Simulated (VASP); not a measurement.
Here is a VASP 6.6.1 calculation.

INCAR

```
ALGO     = Normal         # electronic algorithm
EDIFF    = 1E-6           # SCF threshold, eV
ENCUT    = 520            # plane-wave cutoff, eV
GGA      = PE             # functional
ISIF     = 2              # what is computed and relaxed
ISMEAR   = 0              # smearing method
LASPH    = True           # aspherical terms in the spheres
LCHARG   = False          # write CHGCAR
LREAL    = False          # projectors in reciprocal space
LWAVE    = False          # write WAVECAR
NBANDS   = 34             # bands
NELM     = 100            # most SCF steps
PREC     = Accurate       # precision mode
SIGMA    = 0.1            # smearing width, eV
```

File KPOINTS:

```
k-points
0
Gamma
  6 6 6
```

Contents of POSCAR:

```
Sn2GeP2
1.0
   -2.5796223388      2.5796223388      4.4200871535
    2.5796223388     -2.5796223388      4.4200871535
    2.5796223388      2.5796223388     -4.4200871535
Sn Ge P
2 1 2
Direct
    0.1618184141      0.1618184141      0.0000000000
    0.8381815859      0.8381815859      0.0000000000
    0.5000000000      0.5000000000      0.0000000000
    0.7500000000      0.2500000000      0.5000000000
    0.2500000000      0.7500000000      0.5000000000
```

Potentials or basis: VASP PAW PBE potentials, release 64 (Sn_d, Ge_d, P).

Launch:

```sh
$ cat potpaw_PBE.64/Sn_d/POTCAR potpaw_PBE.64/Ge_d/POTCAR potpaw_PBE.64/P/POTCAR > POTCAR
$ mpirun -np 1 vasp_std > vasp.out
```

Question: What does it give for the pressure?

Answer: 0.0 GPa.

Question: Predict the band gap on the k mesh.

Answer: Zero (bands 26 and 27 overlap by 1.74 eV).

Caveat: spin-orbit coupling is left out, which moves the levels of the heavy elements.
